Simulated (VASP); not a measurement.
# Pd in VASP: notebook

Pd is run at these levels: BLYP; tasks: single point, relaxation of cell and atoms.

Everything below comes from runs of VASP 6.6.1. Logs are shortened: lines on timing, memory, paths and dates and some standing lists are left out, and cuts for length are marked.

## Step 1: The cell of the first run

The typed cell holds 2 atoms: a = 2.848 Å, b = 2.848 Å, c = 4.030 Å, α = 90.00°, β = 90.00°, γ = 90.00°.

## Step 2: Single point, BLYP, collinear spin, antiferromagnetic start

Input file INCAR:

```
SYSTEM = Pd
AGGAC = 1.0
AGGAX = 1.0
ALDAC = 0.0
ALDAX = 1.0
ALGO = Normal
EDIFF = 1E-7
ENCUT = 520
GGA = B5
ISIF = 2
ISMEAR = -1
ISPIN = 2
LASPH = .True.
LCHARG = .True.
LELF = .True.
LMAXMIX = 4
LORBIT = 11
LREAL = .False.
LVHAR = .True.
LWAVE = .False.
MAGMOM = 0.5 -0.5
NBANDS = 21
NELM = 150
PREC = Accurate
SIGMA = 0.05
```

Input file KPOINTS:

```
k-points
0
Gamma
  11 11 8
  0 0 0
```

Input file POSCAR:

```
Pd
1.0
    2.8477610810      0.0000000000      0.0000000000
    0.0000000000      2.8477610810      0.0000000000
    0.0000000000      0.0000000000      4.0299217005
Pd
2
Direct
    1.0000000000      0.0000000000      0.0000000000
    0.5000000000      0.5000000000      0.5000000000
```

Potentials or basis: VASP PAW PBE potentials, release 64 (Pd).

Run with:

```console
$ cat potpaw_PBE.64/Pd/POTCAR > POTCAR
$ mpirun -np 1 vasp_std > vasp.out
```

OUTCAR:

```text
SYSTEM = Pd
   EDIFF = 1E-7
   ENCUT = 520
   GGA = B5
   ISIF = 2
   ISMEAR = -1
   ISPIN = 2
   LASPH = .True.
   LORBIT = 11
   LREAL = .False.
   NELM = 150
   PREC = Accurate

 ion  position               nearest neighbor table
   1  0.000  0.000  0.000-   2 2.85   2 2.85   2 2.85   2 2.85   2 2.85   2 2.85   2 2.85   2 2.85

   2  0.500  0.500  0.500-   1 2.85   1 2.85   1 2.85   1 2.85   1 2.85   1 2.85   1 2.85   1 2.85

  LATTYP: Found a simple tetragonal cell.
 ALAT       =     2.8477610810
 C/A-ratio  =     1.4151193116

  Lattice vectors:

 A1 = (   2.8477610810,   0.0000000000,   0.0000000000)
 A2 = (   0.0000000000,   2.8477610810,   0.0000000000)
 A3 = (   0.0000000000,   0.0000000000,   4.0299217005)

Analysis of symmetry for initial positions (statically):
=====================================================================
 Subroutine PRICEL returns following result:

  LATTYP: Found a body centered tetragonal cell.
 ALAT       =     2.8477610810
 C/A-ratio  =     1.4151193116

  Lattice vectors:

 A1 = (   1.4238805405,  -1.4238805405,  -2.0149608503)
 A2 = (  -1.4238805405,   1.4238805405,  -2.0149608503)
 A3 = (   1.4238805405,   1.4238805405,   2.0149608503)

   2 primitive cells build up your supercell.

 Routine SETGRP: Setting up the symmetry group for a
 simple tetragonal supercell.

 Subroutine GETGRP returns: Found 16 space group operations
 (whereof 16 operations were pure point group operations)
 out of a pool of 16 trial point group operations.

The static configuration has the point symmetry D_4h.

Analysis of symmetry for dynamics (positions and initial velocities):
=====================================================================
 Subroutine PRICEL returns following result:

  LATTYP: Found a body centered tetragonal cell.
 ALAT       =     2.8477610810
 C/A-ratio  =     1.4151193116

  Lattice vectors:

 A1 = (   1.4238805405,  -1.4238805405,  -2.0149608503)
 A2 = (  -1.4238805405,   1.4238805405,  -2.0149608503)
 A3 = (   1.4238805405,   1.4238805405,   2.0149608503)

   2 primitive cells build up your supercell.

 Routine SETGRP: Setting up the symmetry group for a
 simple tetragonal supercell.

 Subroutine GETGRP returns: Found 16 space group operations
 (whereof 16 operations were pure point group operations)
 out of a pool of 16 trial point group operations.

The dynamic configuration has the point symmetry D_4h.

Analysis of structural, dynamic, and magnetic symmetry:
=====================================================================
 Subroutine PRICEL returns following result:

  LATTYP: Found a body centered tetragonal cell.
 ALAT       =     2.8477610810
 C/A-ratio  =     1.4151193116

  Lattice vectors:

 A1 = (   1.4238805405,  -1.4238805405,  -2.0149608503)
 A2 = (  -1.4238805405,   1.4238805405,  -2.0149608503)
 A3 = (   1.4238805405,   1.4238805405,   2.0149608503)

   2 primitive cells build up your supercell.

 Routine SETGRP: Setting up the symmetry group for a
 simple tetragonal supercell.

 Subroutine GETGRP returns: Found 16 space group operations
 (whereof 16 operations were pure point group operations)
 out of a pool of 16 trial point group operations.

The overall configuration has the point symmetry D_4h.

 Subroutine INISYM returns: Found 16 space group operations
 (whereof 16 operations are pure point group operations),
 and found     2 'primitive' translations

----------------------------------------------------------------------------------------

                                     Primitive cell

  volume of cell :      16.3408

  direct lattice vectors                    reciprocal lattice vectors
     1.423880540 -1.423880540 -2.014960850     0.351153054  0.000000000 -0.248143779
    -1.423880540  1.423880540 -2.014960850     0.000000000  0.351153054 -0.248143779
     1.423880540  1.423880540  2.014960850     0.351153054  0.351153054  0.000000000

  length of vectors
     2.848673168  2.848673168  2.848673168     0.429981165  0.429981165  0.496605411

  position of ions in fractional coordinates (direct lattice)
     0.000000000  0.000000000  0.000000000

  ion indices of the primitive-cell ions
   primitive index   ion index
                 1           1

----------------------------------------------------------------------------------------

 KPOINTS: k-points

Automatic generation of k-mesh.
 Grid dimensions read from file:
 generate k-points for:   11   11    8

 Generating k-lattice:

  Cartesian coordinates                     Fractional coordinates (reciprocal lattice)
     0.031923005  0.000000000  0.000000000     0.090909091  0.000000000  0.000000000
     0.000000000  0.031923005  0.000000000     0.000000000  0.090909091  0.000000000
     0.000000000  0.000000000  0.031017972     0.000000000  0.000000000  0.125000000

  Length of vectors
     0.031923005  0.031923005  0.031017972

  Shift w.r.t. Gamma in fractional coordinates (k-lattice)
     0.000000000  0.000000000  0.000000000

 Subroutine IBZKPT returns following result:
 ===========================================

 Found    105 irreducible k-points:

 Following reciprocal coordinates:
            Coordinates               Weight
  0.000000  0.000000  0.000000      1.000000
  0.090909  0.000000  0.000000      4.000000
  0.181818  0.000000  0.000000      4.000000
  0.272727  0.000000  0.000000      4.000000
  0.363636  0.000000  0.000000      4.000000
  0.454545  0.000000  0.000000      4.000000
[... 16 lines left out ...]
  0.090909  0.000000  0.125000      8.000000
  0.181818  0.000000  0.125000      8.000000
 [... further k-points ...]
   k-points           NKPTS =    105   k-points in BZ     NKDIM =    105   number of bands    NBANDS=     21
   number of dos      NEDOS =    301   number of ions     NIONS =      2
   total plane-waves  NPLWV =  17280
   dimension x,y,z NGX =    24 NGY =   24 NGZ =   30
   dimension x,y,z NGXF=    48 NGYF=   48 NGZF=   60
   ions per type =               2
   NGX,Y,Z   is equivalent  to a cutoff of  14.01, 14.01, 12.38 a.u.
   NGXF,Y,Z  is equivalent  to a cutoff of  28.02, 28.02, 24.75 a.u.
 SYSTEM =  Pd
   PREC   = accura    normal or accurate (medium, high low for compatibility)
   ISTART =      0    job   : 0-new  1-cont  2-samecut
   ICHARG =      2    charge: 1-file 2-atom 10-const
   ISPIN  =      2    spin polarized calculation?
   LNONCOLLINEAR =      F non collinear calculations
   LSORBIT =      F    spin-orbit coupling
   LASPH  =      T    aspherical Exc in radial PAW
   ENCUT  =  520.0 eV  38.22 Ry    6.18 a.u.   5.29  5.29  7.49*2*pi/ulx,y,z
   NELM   =    150;   NELMIN=  2; NELMDL= -5     # of ELM steps
   EDIFF  = 0.1E-06   stopping-criterion for ELM
   LREAL  =      F    real-space projection
   EDIFFG = 0.1E-05   stopping-criterion for IOM
   NSW    =      0    number of steps for IOM
   IBRION =     -1    ionic relax: 0-MD 1-quasi-New 2-CG
   NFREE  =      0    steps in history (QN), initial steepest desc. (CG)
   ISIF   =      2    stress and relaxation
   ISYM   =      2    0-nonsym 1-usesym 2-fastsym
   POTIM  = 0.5000    time-step for ionic-motion
   TEBEG  =    0.0;   TEEND  =   0.0 temperature during run
   PSTRESS=    0.0 pullay stress
   NELECT =      20.0000    total number of electrons
   NUPDOWN=      -1.0000    fix difference up-down
   EMIN   =  10.00;   EMAX   =-10.00  energy-range for DOS
   EFERMI =   0.00;   METHOD = LEGACY
   ISMEAR =    -1;   SIGMA  =   0.05  broadening in eV -4-tet -1-fermi 0-gaus
   EFERMI_NEDOS =   21; number of points for ismear=-14 and -15
   IALGO  =     38    algorithm
   IMIX   =      4    mixing-type and parameters
     AMIX     =   0.40;   BMIX     =  1.00
     AMIX_MAG =   1.60;   BMIX_MAG =  1.00
  volume/ion in A,a.u.               =      16.34       110.27
  Fermi-wavevector in a.u.,A,eV,Ry     =   1.389900  2.626530 26.284039  1.931822
  Thomas-Fermi vector in A             =   2.513887
   LORBIT       =     11    0 simple, 1 ext, 2 COOP (PROOUT), +10 PAW based schemes
   GGA     = B5    functional components
   LHFCALC =     F    Hartree Fock is set to
   AEXX    =    0.0000 exact exchange contribution
   IVDW    =     0    specifies the selected vdW correction
   LEPSILON=     F    determine dielectric tensor
   LRPA    =     F    only Hartree local field effects (RPA)
 spin polarized calculation
  energy-cutoff  :      520.00
  volume of cell :       32.68
 maximum number of plane-waves:       903
 NGX is ok and might be reduce to    24
   NGX = 11   NGY = 11   NGZ = 15

 number of electron      19.9999993 magnetization       0.0000000

 number of electron      19.9999993 magnetization      -0.0000000

 Free energy of the ion-electron system (eV)
  ---------------------------------------------------
  ext. energy  EPLUGINS =         0.00000000
  ---------------------------------------------------
  free energy    TOTEN  =        -8.77365608 eV

  energy without entropy =       -8.73023010  energy(sigma->0) =       -8.75194309

 E-fermi :   8.6615     XC(G=0): -11.9361

 val. band max:        8.6605128456   @ k =   0.4545   0.2727   0.1250
 cond. band min:       8.6717659122   @ k =   0.4545   0.2727   0.2500
 fundamental gap:      0.0112530665
 Fermi energy:         8.6615032058

 spin component 1

 k-point     1 :       0.0000    0.0000    0.0000
  band No.  band energies     occupation
      1       2.4159      1.00000
      2       4.1127      1.00000
      3       4.3312      1.00000
      4       6.2295      1.00000
      5       6.2360      1.00000
      6       6.2360      1.00000
[... 550 lines left out ...]
      5       6.4581      1.00000
      6       6.4639      1.00000
[... 13 lines left out ...]
     20      31.2134      0.00000
     21      33.0091      0.00000

 [... further k-points ...]

 spin component 2

 k-point     1 :       0.0000    0.0000    0.0000
  band No.  band energies     occupation
      1       2.4159      1.00000
      2       4.1127      1.00000
      3       4.3312      1.00000
      4       6.2295      1.00000
      5       6.2360      1.00000
      6       6.2360      1.00000
[... 550 lines left out ...]
      5       6.4581      1.00000
      6       6.4639      1.00000
[... 13 lines left out ...]
     20      31.2134      0.00000
     21      33.0091      0.00000

 [... further k-points ...]
[... 5 lines left out ...]
  --------------------------------------------------------------------------------------
  -------------------------------------------------------------------------------------
  Total        0.0581074      0.0581074      0.0613739      0.0000000      0.0000000     -0.0000000
  in kB        2.8486460      2.8486460      3.0087811      0.0000000      0.0000000     -0.0000000
  external PRESSURE =       2.9020243 kB  Pullay stress =       0.0000000 kB

 VOLUME and BASIS-vectors are now :
 -----------------------------------------------------------------------------
  energy-cutoff  :      520.00
  volume of cell :       32.68
      direct lattice vectors                 reciprocal lattice vectors
     2.847761081  0.000000000  0.000000000     0.351153054  0.000000000  0.000000000
     0.000000000  2.847761081  0.000000000     0.000000000  0.351153054  0.000000000
     0.000000000  0.000000000  4.029921701     0.000000000  0.000000000  0.248143779

 POSITION                                       TOTAL-FORCE (eV/Angst)
 -----------------------------------------------------------------------------------
      0.00000      0.00000      0.00000        -0.000000     -0.000000      0.000000
      1.42388      1.42388      2.01496         0.000000      0.000000     -0.000000
 -----------------------------------------------------------------------------------
    total drift:                                0.000000      0.000000     -0.000000

  FREE ENERGIE OF THE ION-ELECTRON SYSTEM (eV)
  ---------------------------------------------------
  free  energy   TOTEN  =        -8.7736560777 eV

  energy  without entropy=       -8.7302301045  energy(sigma->0) =       -8.75194309

 total charge

# of ion       s       p       d       tot
------------------------------------------
    1        0.430   0.364   8.495   9.289
    2        0.430   0.364   8.495   9.289
--------------------------------------------------
tot          0.860   0.728  16.990  18.578

 magnetization (x)

# of ion       s       p       d       tot
------------------------------------------
    1       -0.000   0.000   0.000   0.000
    2        0.000  -0.000  -0.000  -0.000
--------------------------------------------------
tot          0.000   0.000   0.000   0.000
```

Wall time 2.2 min (1 thread of Intel Xeon Platinum 8259CL at 2.50GHz (Skylake/Cascade Lake), shared host); peak memory 0.23 GiB.

What came out:

* Free energy: -8.7737 eV
* Pressure: 0.3 GPa
* Band gap on the k mesh: zero (filled and empty bands overlap)
* Net moment: 0.00 μB per cell
* Valence electrons inside the program's atomic spheres: Pd 9.29

Caveat: the PAW data sets were made with another functional, which shifts forces and pressure a little.

## Step 3: Relaxation of cell and atoms, BLYP, collinear spin, antiferromagnetic start

This run uses another cell than the first one, of 14.71 Å³/atom, 0.900 times its volume.

Input file INCAR:

```
SYSTEM = Pd
AGGAC = 1.0 ; AGGAX = 1.0
ALDAC = 0.0 ; ALDAX = 1.0
ALGO = Normal ; EDIFF = 1E-6
EDIFFG = -0.01 ; ENCUT = 600
GGA = B5 ; IBRION = 2
ISIF = 3 ; ISMEAR = -1
ISPIN = 2 ; LASPH = .True.
LCHARG = .False. ; LMAXMIX = 4
LORBIT = 11 ; LREAL = .False.
LWAVE = .False. ; MAGMOM = 0.5 -0.5
NELM = 150 ; NSW = 80
PREC = Accurate ; SIGMA = 0.05
```

KPOINTS is that of step 2.

Input file POSCAR:

```
Pd
1.0
    2.7505039575      0.0000000000      0.0000000000
    0.0000000000      2.7505039575      0.0000000000
    0.0000000000      0.0000000000      3.8898000000
Pd
2
Direct
    0.0000000000      0.0000000000      0.0000000000
    0.5000000000      0.5000000000      0.5000000000
```

Potentials or basis: VASP PAW PBE potentials, release 64 (Pd).

Run with:

```console
$ cat potpaw_PBE.64/Pd/POTCAR > POTCAR
$ mpirun -np 1 vasp_std > vasp.out
```

Run time: 8.2 min. Hardware: 1 thread of Intel Xeon Platinum 8259CL at 2.50GHz (Skylake/Cascade Lake), shared host; peak memory 0.22 GiB.

Results (log left out):

| Property | Result |
| --- | --- |
| Free energy | -8.7707 eV |
| Relaxed volume | 16.37 Å³/atom |
| Relaxed cell | a = 2.850 Å, b = 2.850 Å, c = 4.033 Å, α = 90.00°, β = 90.00°, γ = 90.00° |
| Space group after relaxing (to 0.05 Å) | Fm-3m (No. 225) |
| Energy gained by relaxing | 89.0 meV/atom |
| Ionic steps | 11 |
| Pressure after relaxing | 0.0 GPa |
| Band gap on the k mesh | zero (filled and empty bands overlap) |
| Net moment | 0.00 μB per cell |
| Valence electrons inside the program's atomic spheres | Pd 9.29 |

Step by step:
```
step  energy change (eV)  largest force (eV/Å)  pressure (GPa)  volume (Å³)
   1              0.0000                0.0000           19.29        29.43
   2              0.0451                0.0000          -12.49        37.63
   3             -0.1778                0.0000           -0.43        32.85
   4             -0.1780                0.0000           -0.09        32.77
   5             -0.1779                0.0000            0.19        32.70
   6             -0.1779                0.0000            0.19        32.70
   7             -0.1779                0.0000            0.18        32.70
   8             -0.1779                0.0000            0.16        32.70
   9             -0.1779                0.0000            0.14        32.71
  10             -0.1780                0.0000            0.09        32.72
  11             -0.1780                0.0000           -0.02        32.75
```

Final structure:
```
CELL_PARAMETERS angstrom
2.84961 0.00000 0.00000
0.00000 2.84961 0.00000
0.00000 0.00000 4.03251
ATOMIC_POSITIONS crystal
Pd 0.00000 0.00000 0.00000
Pd 0.50000 0.50000 0.50000
```

Levels at points of the mesh, in eV from the Fermi level:
Spin up:
```tsv
k point	band 6	band 7	band 8	band 9	band 10	band 11	band 12	band 13	band 14
(0.00, 0.00, 0.00)	-2.42	-1.08	-1.07	-0.08	0.23	0.23	3.52	9.77	12.70
(0.00, 0.00, 0.50)	-1.50	-1.32	-1.32	-1.32	-1.32	-0.59	-0.59	17.14	17.14
```
Spin down:
| k point | band 7 | band 8 | band 9 | band 10 | band 11 | band 12 | band 13 | band 14 |
| --- | --- | --- | --- | --- | --- | --- | --- | --- |
| (0.00, 0.00, 0.00) | -1.08 | -1.07 | -0.08 | 0.23 | 0.23 | 3.52 | 9.77 | 12.70 |
| (0.00, 0.00, 0.50) | -1.32 | -1.32 | -1.32 | -1.32 | -0.59 | -0.59 | 17.14 | 17.14 |

Caveat: the PAW data sets were made with another functional, which shifts forces and pressure a little; the volume moved by +11 % from the deposited cell, more than functionals usually miss. Zero-point motion and thermal expansion aren't in these numbers.
